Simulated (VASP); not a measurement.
# TiAl3 (Cmmm) in VASP: further runs

TiAl3 is run at these levels: PBE; tasks: single point, relaxation of cell and atoms.

All numbers are computed with VASP 6.6.1; they aren't measurements. Logs are shortened: lines on timing, memory, paths and dates and some standing lists are left out, and cuts for length are marked.

### Step 1. The cell of the first run

It takes space group Cmmm (No. 65, orthorhombic). The conventional cell has a = 3.734 Å, b = 6.342 Å, c = 4.977 Å, α = 90.00°, β = 90.00°, γ = 90.00°. Ti (site symmetry mmm) has 4 Al at 2.08 Å within 2.8 Å. Within 2.1 Å of Al (site symmetry mm2) lie 2 Al at 1.57 to 1.84 Å and 2 Ti at 2.08 Å. Al (site symmetry mmm) has 2 Al at 1.57 Å within 2.1 Å.

### Step 2. Single point, PBE

INCAR

```
  PREC = Accurate
  ENCUT = 520
  EDIFF = 1E-7
  ISMEAR = 0
  SIGMA = 0.1
  LREAL = False
  LASPH = True
  NELM = 80
  ALGO = Normal
  ISIF = 2
  LWAVE = False
  LCHARG = False
  GGA = PE
  NBANDS = 18
```

KPOINTS

```
regular mesh
0
Gamma
  6 6 4
```

POSCAR

```
TiAl3
1.0
    1.8670237000     -3.1707657900      0.0000000000
    1.8670237000      3.1707657900      0.0000000000
    0.0000000000      0.0000000000      4.9768161000
Ti Al
1 3
Direct
    0.0000000000      0.0000000000      0.5000000000
    0.5000000000      0.5000000000      0.6845539500
    0.5000000000      0.5000000000      0.3154460500
    0.5000000000      0.5000000000      0.0000000000
```

Potentials or basis: VASP PAW PBE potentials, release 64 (Ti_sv, Al).

Run with:

```console
$ cat potpaw_PBE.64/Ti_sv/POTCAR potpaw_PBE.64/Al/POTCAR > POTCAR
$ mpirun -np 1 vasp_std > vasp.out
```

OUTCAR:

```text
PREC = Accurate
   ENCUT = 520
   EDIFF = 1E-7
   ISMEAR = 0
   LREAL = False
   LASPH = True
   NELM = 80
   ISIF = 2
   GGA = PE

 ion  position               nearest neighbor table
   1  0.000  0.000  0.500-   2 2.08   3 2.08   2 2.08   3 2.08   4 3.11   4 3.11   4 3.11   4 3.11

   2  0.500  0.500  0.685-   4 1.57   3 1.84   1 2.08   1 2.08   3 3.14
   3  0.500  0.500  0.315-   4 1.57   2 1.84   1 2.08   1 2.08   2 3.14
   4  0.500  0.500  0.000-   2 1.57   3 1.57   1 3.11   1 3.11   1 3.11   1 3.11

 -----------------------------------------------------------------------------
|                                                                             |
|           W    W    AA    RRRRR   N    N  II  N    N   GGGG   !!!           |
|           W    W   A  A   R    R  NN   N  II  NN   N  G    G  !!!           |
|           W    W  A    A  R    R  N N  N  II  N N  N  G       !!!           |
|           W WW W  AAAAAA  RRRRR   N  N N  II  N  N N  G  GGG   !            |
|           WW  WW  A    A  R   R   N   NN  II  N   NN  G    G                |
|           W    W  A    A  R    R  N    N  II  N    N   GGGG   !!!           |
|                                                                             |
|     The distance between some ions is very small. Please check the          |
|     nearest-neighbor list in the OUTCAR file.                               |
|     I HOPE YOU KNOW WHAT YOU ARE DOING!                                     |
|                                                                             |
 -----------------------------------------------------------------------------

  LATTYP: Found a base centered orthorhombic cell.
 ALAT       =     3.7340474000
 B/A-ratio  =     1.6982997002
 C/A-ratio  =     1.3328208153

  Lattice vectors:

 A1 = (   1.8670237000,  -3.1707657900,   0.0000000000)
 A2 = (   1.8670237000,   3.1707657900,   0.0000000000)
 A3 = (   0.0000000000,   0.0000000000,   4.9768161000)

Analysis of symmetry for initial positions (statically):
=====================================================================
 Subroutine PRICEL returns:
 Original cell was already a primitive cell.

 Routine SETGRP: Setting up the symmetry group for a
 base centered orthorhombic supercell.

 Subroutine GETGRP returns: Found  8 space group operations
 (whereof  8 operations were pure point group operations)
 out of a pool of  8 trial point group operations.

The static configuration has the point symmetry D_2h.

Analysis of symmetry for dynamics (positions and initial velocities):
=====================================================================
 Subroutine PRICEL returns:
 Original cell was already a primitive cell.

 Routine SETGRP: Setting up the symmetry group for a
 base centered orthorhombic supercell.

 Subroutine GETGRP returns: Found  8 space group operations
 (whereof  8 operations were pure point group operations)
 out of a pool of  8 trial point group operations.

The dynamic configuration has the point symmetry D_2h.

 Subroutine INISYM returns: Found  8 space group operations
 (whereof  8 operations are pure point group operations),
 and found     1 'primitive' translations

----------------------------------------------------------------------------------------

                                     Primitive cell

  volume of cell :      58.9245

  direct lattice vectors                    reciprocal lattice vectors
     1.867023700 -3.170765790  0.000000000     0.267805920 -0.157690613  0.000000000
     1.867023700  3.170765790  0.000000000     0.267805920  0.157690613  0.000000000
     0.000000000  0.000000000  4.976816100     0.000000000  0.000000000  0.200931676

  length of vectors
     3.679610467  3.679610467  4.976816100     0.310783430  0.310783430  0.200931676

  position of ions in fractional coordinates (direct lattice)
     0.000000000  0.000000000  0.500000000
     0.500000000  0.500000000  0.684553950
     0.500000000  0.500000000  0.315446050
     0.500000000  0.500000000  0.000000000

  ion indices of the primitive-cell ions
   primitive index   ion index
                 1           1
                 2           2
                 3           3
                 4           4

----------------------------------------------------------------------------------------

 KPOINTS: regular mesh

Automatic generation of k-mesh.
 Grid dimensions read from file:
 generate k-points for:    6    6    4

 Generating k-lattice:

  Cartesian coordinates                     Fractional coordinates (reciprocal lattice)
     0.044634320 -0.026281769  0.000000000     0.166666667  0.000000000  0.000000000
     0.044634320  0.026281769  0.000000000     0.000000000  0.166666667  0.000000000
     0.000000000  0.000000000  0.050232919     0.000000000  0.000000000  0.250000000

  Length of vectors
     0.051797238  0.051797238  0.050232919

  Shift w.r.t. Gamma in fractional coordinates (k-lattice)
     0.000000000  0.000000000  0.000000000

 Subroutine IBZKPT returns following result:
 ===========================================

 Found     39 irreducible k-points:

 Following reciprocal coordinates:
            Coordinates               Weight
  0.000000  0.000000  0.000000      1.000000
  0.166667  0.000000  0.000000      4.000000
  0.333333  0.000000  0.000000      4.000000
  0.500000 -0.000000  0.000000      2.000000
  0.166667  0.166667  0.000000      2.000000
  0.333333  0.166667  0.000000      4.000000
[... 16 lines left out ...]
  0.333333  0.333333  0.250000      4.000000
  0.500000  0.333333  0.250000      8.000000
 [... further k-points ...]
   k-points           NKPTS =     39   k-points in BZ     NKDIM =     39   number of bands    NBANDS=     18
   number of dos      NEDOS =    301   number of ions     NIONS =      4
   total plane-waves  NPLWV =  31360
   dimension x,y,z NGX =    28 NGY =   28 NGZ =   40
   dimension x,y,z NGXF=    56 NGYF=   56 NGZF=   80
   ions per type =               1   3
   NGX,Y,Z   is equivalent  to a cutoff of  12.65, 12.65, 13.36 a.u.
   NGXF,Y,Z  is equivalent  to a cutoff of  25.30, 25.30, 26.72 a.u.
 SYSTEM =  unknown system
   PREC   = accura    normal or accurate (medium, high low for compatibility)
   ISTART =      0    job   : 0-new  1-cont  2-samecut
   ICHARG =      2    charge: 1-file 2-atom 10-const
   ISPIN  =      1    spin polarized calculation?
   LNONCOLLINEAR =      F non collinear calculations
   LSORBIT =      F    spin-orbit coupling
   LASPH  =      T    aspherical Exc in radial PAW
   ENCUT  =  520.0 eV  38.22 Ry    6.18 a.u.   6.84  6.84  9.25*2*pi/ulx,y,z
   NELM   =     80;   NELMIN=  2; NELMDL= -5     # of ELM steps
   EDIFF  = 0.1E-06   stopping-criterion for ELM
   LREAL  =      F    real-space projection
   EDIFFG = 0.1E-05   stopping-criterion for IOM
   NSW    =      0    number of steps for IOM
   IBRION =     -1    ionic relax: 0-MD 1-quasi-New 2-CG
   NFREE  =      0    steps in history (QN), initial steepest desc. (CG)
   ISIF   =      2    stress and relaxation
   ISYM   =      2    0-nonsym 1-usesym 2-fastsym
   POTIM  = 0.5000    time-step for ionic-motion
   TEBEG  =    0.0;   TEEND  =   0.0 temperature during run
   PSTRESS=    0.0 pullay stress
   NELECT =      21.0000    total number of electrons
   NUPDOWN=      -1.0000    fix difference up-down
   EMIN   =  10.00;   EMAX   =-10.00  energy-range for DOS
   EFERMI =   0.00;   METHOD = LEGACY
   ISMEAR =     0;   SIGMA  =   0.10  broadening in eV -4-tet -1-fermi 0-gaus
   EFERMI_NEDOS =   21; number of points for ismear=-14 and -15
   IALGO  =     38    algorithm
   IMIX   =      4    mixing-type and parameters
     AMIX     =   0.40;   BMIX     =  1.00
     AMIX_MAG =   1.60;   BMIX_MAG =  1.00
  volume/ion in A,a.u.               =      14.73        99.41
  Fermi-wavevector in a.u.,A,eV,Ry     =   1.160690  2.193385 18.329771  1.347200
  Thomas-Fermi vector in A             =   2.297269
   LORBIT       =      0    0 simple, 1 ext, 2 COOP (PROOUT), +10 PAW based schemes
   GGA     = PE    functional components
   LHFCALC =     F    Hartree Fock is set to
   AEXX    =    0.0000 exact exchange contribution
   IVDW    =     0    specifies the selected vdW correction
   LEPSILON=     F    determine dielectric tensor
   LRPA    =     F    only Hartree local field effects (RPA)
 non-spin polarized calculation
 Gauss-broadening in eV      SIGMA  =   0.10
  energy-cutoff  :      520.00
  volume of cell :       58.92
 maximum number of plane-waves:      1602
   NGX = 13   NGY = 13   NGZ = 19

 number of electron      21.0000000 magnetization

 Free energy of the ion-electron system (eV)
  ---------------------------------------------------
  ext. energy  EPLUGINS =         0.00000000
  ---------------------------------------------------
  free energy    TOTEN  =         9.52738913 eV

  energy without entropy =        9.54114250  energy(sigma->0) =        9.53426581

 E-fermi :   8.4783     XC(G=0): -10.5980

 val. band max:        8.4775798328   @ k =   0.1667   0.1667   0.0000
 cond. band min:       8.4869561041   @ k =   0.5000   0.3333   0.5000
 fundamental gap:      0.0093762713
 Fermi energy:         8.4782776650

 k-point     1 :       0.0000    0.0000    0.0000
  band No.  band energies     occupation
      1     -47.5097      2.00000
      2     -24.2341      2.00000
      3     -23.9265      2.00000
      4     -23.8091      2.00000
      5      -1.8168      2.00000
      6       3.0303      2.00000
[... 10 lines left out ...]
     17      15.3639      0.00000
     18      15.5675      0.00000

 k-point     2 :       0.1667    0.0000    0.0000
  band No.  band energies     occupation
      1     -47.5077      2.00000
      2     -24.2532      2.00000
      3     -23.9213      2.00000
      4     -23.8157      2.00000
      5      -1.4137      2.00000
      6       3.4361      2.00000
[... 10 lines left out ...]
     17      14.2935      0.00000
     18      14.5051      0.00000
[... 442 lines left out ...]
 k-point    24 :       0.5000    0.3333    0.2500
  band No.  band energies     occupation
      1     -47.5043      2.00000
      2     -24.2654      2.00000
      3     -23.9159      2.00000
      4     -23.8598      2.00000
      5       0.4734      2.00000
      6       3.0253      2.00000
[... 10 lines left out ...]
     17      13.5155      0.00000
     18      14.0807      0.00000

 [... further k-points ...]
[... 5 lines left out ...]
  --------------------------------------------------------------------------------------
  -------------------------------------------------------------------------------------
  Total       36.2964744     -6.7683154    121.0331557     -0.0000000      0.0000000      0.0000000
  in kB      986.9142993   -184.0329496   3290.9353850     -0.0000000      0.0000000      0.0000000
  external PRESSURE =    1364.6055782 kB  Pullay stress =       0.0000000 kB

 VOLUME and BASIS-vectors are now :
 -----------------------------------------------------------------------------
  energy-cutoff  :      520.00
  volume of cell :       58.92
      direct lattice vectors                 reciprocal lattice vectors
     1.867023700 -3.170765790  0.000000000     0.267805920 -0.157690613  0.000000000
     1.867023700  3.170765790  0.000000000     0.267805920  0.157690613  0.000000000
     0.000000000  0.000000000  4.976816100     0.000000000  0.000000000  0.200931676

 POSITION                                       TOTAL-FORCE (eV/Angst)
 -----------------------------------------------------------------------------------
      0.00000      0.00000      2.48841        -0.000000     -0.000000      0.000000
      1.86702      0.00000      3.40690        -0.000000     -0.000000    -11.978718
      1.86702      0.00000      1.56992         0.000000     -0.000000     11.978718
      1.86702      0.00000      0.00000        -0.000000      0.000000      0.000000
 -----------------------------------------------------------------------------------
    total drift:                               -0.000000      0.000000     -0.000000

  FREE ENERGIE OF THE ION-ELECTRON SYSTEM (eV)
  ---------------------------------------------------
  free  energy   TOTEN  =         9.5273891257 eV

  energy  without entropy=        9.5411425023  energy(sigma->0) =        9.53426581
```

It took 20 s on 1 thread of Intel Xeon 6975P-C (Granite Rapids), shared host; peak memory 0.19 GiB.

Results:

```yaml
Free_energy: 9.5274 eV
Pressure: 136.5 GPa
Largest_force: 11.979 eV/Å
```

Forces in eV/Å, atoms in the order of the input:
```
Ti    0.000   0.000   0.000
Al    0.000   0.000 -11.979
Al    0.000   0.000  11.979
Al    0.000   0.000   0.000
```

Stress tensor (GPa, compression positive):
```
 98.69   0.00   0.00
  0.00 -18.40   0.00
  0.00   0.00 329.09
```

Caveat: forces of over 1 eV/Å act on the atoms, so gaps and moduli don't describe the material at rest.

### Step 3. Relaxation of cell and atoms, PBE

INCAR

```
SYSTEM = TiAl3
PREC = Accurate
ENCUT = 600
EDIFF = 1E-7
ISMEAR = 0
SIGMA = 0.1
LREAL = .FALSE.
LASPH = .TRUE.
NELM = 100
ALGO = Normal
ISIF = 3
LWAVE = .FALSE.
LCHARG = .FALSE.
GGA = PE
IBRION = 2
NSW = 90
EDIFFG = -0.04
```

KPOINTS

```
Automatic mesh
0
G
  6 6 4
  0 0 0
```

POSCAR is that of step 2.

Potentials or basis: VASP PAW PBE potentials, release 64 (Ti_sv, Al).

Run with:

```console
$ cat potpaw_PBE.64/Ti_sv/POTCAR potpaw_PBE.64/Al/POTCAR > POTCAR
$ mpirun -np 1 vasp_std > vasp.out
```

It took 11 min on 1 thread of Intel Xeon 6975P-C (Granite Rapids), shared host; peak memory 0.23 GiB.

The run converged. Its results:

| Property | Result |
| --- | --- |
| Free energy | -19.0895 eV |
| Relaxed volume | 17.98 Å³/atom |
| Relaxed cell | a = 2.811 Å, b = 2.811 Å, c = 9.105 Å, α = 90.00°, β = 90.00°, γ = 88.78° |
| Space group after relaxing (to 0.05 Å) | Cmmm (No. 65) |
| Energy gained by relaxing | 7154.1 meV/atom |
| Ionic steps | 40 |
| Pressure after relaxing | 0.1 GPa |
| Largest force after relaxing | 0.022 eV/Å |

Forces on the atoms (eV/Å):
```
Ti   0.000  0.000  0.000
Al   0.000  0.000 -0.022
Al   0.000  0.000  0.022
Al   0.000  0.000  0.000
```

Stress tensor (GPa, compression positive):
```
-0.10  0.00  0.00
 0.00  0.34  0.00
 0.00  0.00 -0.03
```

The path:
```csv
step,energy change (eV),largest force (eV/Å),pressure (GPa),volume (Å³)
1,0.0000,11.9788,136.46,58.92
2,-13.1262,20.5001,-6.05,191.37
3,-15.8123,20.1977,-1.71,172.03
4,-16.4051,20.1487,-0.36,166.42
5,3.5842,0.9163,-38.28,221.55
6,-18.3464,1.0502,-18.62,184.13
7,-19.9383,0.2636,-15.79,178.24
8,-20.9145,1.4274,-12.56,172.41
9,-21.1210,2.8027,-10.54,169.43
10,-21.1359,3.4245,-9.76,168.38
11,-24.0216,5.7945,-2.10,123.32
12,-24.1284,10.2629,16.99,85.34
13,-25.0438,7.2559,18.16,79.44
14,-25.5125,5.2160,22.38,72.54
15,-25.5287,4.5037,25.23,69.78
16,-26.2854,3.3374,15.75,74.54
17,-27.0410,1.6934,2.02,85.36
18,-27.0881,1.3758,-0.68,88.60
19,-27.0903,1.3014,-1.30,89.44
20,-27.1365,1.2715,-1.18,88.74
21,-27.2713,1.2340,-0.70,86.63
22,-27.5461,1.2904,0.63,82.47
23,-28.0503,0.9259,4.76,74.41
24,-27.4857,1.9483,25.75,59.35
25,-28.1948,0.4228,7.74,70.53
26,-28.2114,0.0876,10.07,68.27
27,-28.2552,0.0060,9.81,68.10
28,-28.3559,0.2931,9.14,67.57
29,-28.3932,0.9246,8.47,66.42
30,-28.4071,0.7354,8.57,66.78
31,-28.4617,0.6348,7.09,67.57
32,-28.5723,0.3805,3.05,69.98
33,-28.5849,0.0526,-3.45,74.95
34,-28.6106,0.1659,-0.84,72.75
35,-28.6106,0.1745,-0.66,72.61
36,-28.6123,0.1499,-0.54,72.49
37,-28.6155,0.0761,-0.16,72.13
38,-28.6135,0.0723,0.65,71.41
39,-28.6161,0.0281,0.08,71.90
40,-28.6163,0.0223,0.07,71.93
```

Final structure:
```
Ti Al
1.0
     2.00860   -1.96645    0.00000
     2.00860    1.96645    0.00000
     0.00000    0.00000    9.10493
Ti Al
1 3
Direct
  0.00000 0.00000 0.50000
  0.50000 0.50000 0.71548
  0.50000 0.50000 0.28452
  0.50000 0.50000 0.00000
```

Levels at points of the mesh, in eV from the Fermi level:
| k point | band 7 | band 8 | band 9 | band 10 | band 11 | band 12 | band 13 | band 14 |
| --- | --- | --- | --- | --- | --- | --- | --- | --- |
| (0.00, 0.00, 0.00) | -6.99 | -2.43 | -2.33 | -0.76 | 1.54 | 2.05 | 2.14 | 3.39 |
| (0.50, 0.00, 0.00) | -4.15 | -2.82 | -2.68 | -2.20 | -1.02 | -0.07 | 1.78 | 2.55 |
| (0.50, 0.50, 0.00) | -1.55 | -0.82 | -0.48 | -0.42 | 0.67 | 0.68 | 1.27 | 1.61 |
| (0.00, 0.00, 0.50) | -5.70 | -4.46 | -0.76 | -0.71 | 1.50 | 2.04 | 2.13 | 3.38 |
| (0.50, 0.00, 0.50) | -3.77 | -3.68 | -3.07 | -1.04 | -0.83 | -0.42 | 1.78 | 2.11 |
| (0.50, 0.50, 0.50) | -1.64 | -0.64 | -0.16 | 0.17 | 0.18 | 0.46 | 0.65 | 1.19 |

Caveat: the volume moved by over 15 % at a fixed basis, so the end points are rough.
